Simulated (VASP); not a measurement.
Wanted: the native input for a VASP 6.6.1 run.

| Item | Value |
| --- | --- |
| Task | single point |
| Functional | r2SCAN |
| Potentials or basis | VASP PAW PBE potentials, release 64 (Mg, O) |
| Cutoff | 520 eV |
| k mesh | 8 × 8 × 6 |
| Occupations | gaussian, width 0.02 eV |
| Spin | no spin polarisation |
| Dipole correction | no |
| Further INCAR settings | ALGO = Normal; EDIFF = 1e-07; NBANDS = 16 |

Crystal: MgO.

```xyz
4
Lattice="2.0969 2.0969 0.0000 -2.0969 2.0969 0.0000 0.0000 0.0000 4.2464" Properties=species:S:1:pos:R:3 pbc="T T T"
Mg    0.0000    0.0000    0.0000
Mg    0.0000    2.0969    2.1232
O     0.0000    2.0969    0.0000
O     0.0000    0.0000    2.1232
```

This cell differs from its parent crystal: uniaxial strain along c: +1.0 %.

These files were run (other wordings do the same):

POSCAR

```
MgO
1.0
    2.0969454497      2.0969454497      0.0000000000
   -2.0969454497      2.0969454497      0.0000000000
    0.0000000000      0.0000000000      4.2464459233
Mg O
2 2
Direct
    0.0000000000      0.0000000000      0.0000000000
    0.5000000000      0.5000000000      0.5000000000
    0.5000000000      0.5000000000      0.0000000000
    0.0000000000      0.0000000000      0.5000000000
```

INCAR.step1

```
SYSTEM = MgO
PREC = Accurate
ENCUT = 520
ISMEAR = 0
SIGMA = 0.02
LREAL = .FALSE.
LASPH = .TRUE.
NELM = 100
NBANDS = 16
GGA = PE
ALGO = Normal
EDIFF = 1E-4
LWAVE = .TRUE.
LCHARG = .FALSE.
```

INCAR.step2

```
SYSTEM = MgO
PREC = Accurate
ENCUT = 520
EDIFF = 1E-7
ISMEAR = 0
SIGMA = 0.02
LREAL = .FALSE.
LASPH = .TRUE.
NELM = 100
ALGO = Normal
ISIF = 2
LWAVE = .FALSE.
LCHARG = .FALSE.
METAGGA = R2SCAN
LMIXTAU = .TRUE.
NBANDS = 16
ISTART = 1
```

KPOINTS

```
regular mesh
0
G
  8 8 6
  0 0 0
```

Potentials or basis: VASP PAW PBE potentials, release 64 (Mg, O).

The run is started by

```sh
$ cat potpaw_PBE.64/Mg/POTCAR potpaw_PBE.64/O/POTCAR > POTCAR
$ cp INCAR.step1 INCAR
$ mpirun -np 1 vasp_std > vasp.out
$ cp INCAR.step2 INCAR
$ mpirun -np 1 vasp_std > vasp.out
```

It gave:

```json
{"Pressure": "-1.9 GPa", "Band gap on the k mesh": "5.59 eV"}
```

Caveat: the cell differs from its parent crystal (uniaxial strain along c: +1.0 %); the PAW data sets were made with another functional, which shifts forces and pressure a little.

It took 2.8 min on 1 thread of Intel Xeon 8259CL, with other jobs on the host, peak memory 0.17 GiB.
